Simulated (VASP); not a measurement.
A run of VASP 6.6.1 is set up as follows.

INCAR

```
SYSTEM = GaAs
  ALGO = Normal
  EDIFF = 1E-6
  ENCUT = 520
  GGA = PE
  ISIF = 2
  ISMEAR = 0
  LASPH = .TRUE.
  LCHARG = .FALSE.
  LREAL = .FALSE.
  LWAVE = .FALSE.
  NBANDS = 16
  NELM = 100
  PREC = Accurate
  SIGMA = 0.01
```

KPOINTS

```
k-points
0
G
  6 6 6
  0 0 0
```

File POSCAR:

```
GaAs
1.0
    0.0000000000      2.8330831925      2.8330831925
    2.8330831925      0.0000000000      2.8330831925
    2.8330831925      2.8330831925      0.0000000000
Ga As
1 1
Direct
    0.0000000000      0.0000000000      0.0000000000
    0.2500000000      0.2500000000      0.2500000000
```

Potentials or basis: VASP PAW PBE potentials, release 64 (Ga_d, As).

Launch:

```console
$ cat potpaw_PBE.64/Ga_d/POTCAR potpaw_PBE.64/As/POTCAR > POTCAR
$ mpirun -np 1 vasp_std > vasp.out
```

**Question.** What does it give for the band gap on the k mesh?

**Answer.** 0.47 eV.

**Question.** Predict the pressure.

**Answer.** 2.9 GPa.

PBE gaps usually lie below the measured ones, often by a third to a half.
